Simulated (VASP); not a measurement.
Input of a VASP 6.6.1 run:

Contents of INCAR:

```
ALGO = Fast
EDIFF = 1E-6
ENCUT = 520
GGA = PE
ISIF = 2
ISMEAR = 0
LASPH = True
LCHARG = False
LREAL = False
LWAVE = False
NBANDS = 61
NELM = 60
PREC = Accurate
SIGMA = 0.15
```

The input KPOINTS:

```
k-points
0
Gamma
  6 6 12
```

POSCAR

```
Si2W3
1.0
    6.6300342967      0.0000000000      0.0000000000
    0.0000000000      6.6300342967      0.0000000000
    0.0000000000      0.0000000000      3.3123213826
Si W
4 6
Direct
    0.1360310340      0.6360310340      0.0000000000
    0.8675650568      0.3675650568      0.0000000000
    0.6289003859      0.8604344087      0.0000000000
    0.3604344087      0.1289003859      0.0000000000
    0.5001628090      0.5006717681      0.0000000000
    0.0006717681      0.0001628090      0.0000000000
    0.6597313882      0.1597313882      0.5000000000
    0.3407074490      0.8407074490      0.5000000000
    0.1594152322      0.3403912930      0.5000000000
    0.8403912930      0.6594152322      0.5000000000
```

Potentials or basis: VASP PAW PBE potentials, release 64 (Si, W_sv).

Run with:

```console
$ cat potpaw_PBE.64/Si/POTCAR potpaw_PBE.64/W_sv/POTCAR > POTCAR
$ mpirun -np 1 vasp_std > vasp.out
```

Problem. What does it give for the pressure?

Solution. 0.3 GPa.

Problem. Estimate the largest force.

Solution. 0.835 eV/Å.

Forces in eV/Å, atoms in the order of the input:
```
Si  -0.200 -0.200  0.000
Si  -0.198 -0.198  0.000
Si   0.594  0.587  0.000
Si   0.587  0.594  0.000
W   -0.118 -0.489  0.000
W   -0.489 -0.118  0.000
W   -0.133 -0.133  0.000
W   -0.184 -0.184  0.000
W    0.083  0.057  0.000
W    0.057  0.083  0.000
```

Caveat: the cell differs from its parent crystal (atoms displaced along a vibrational mode).
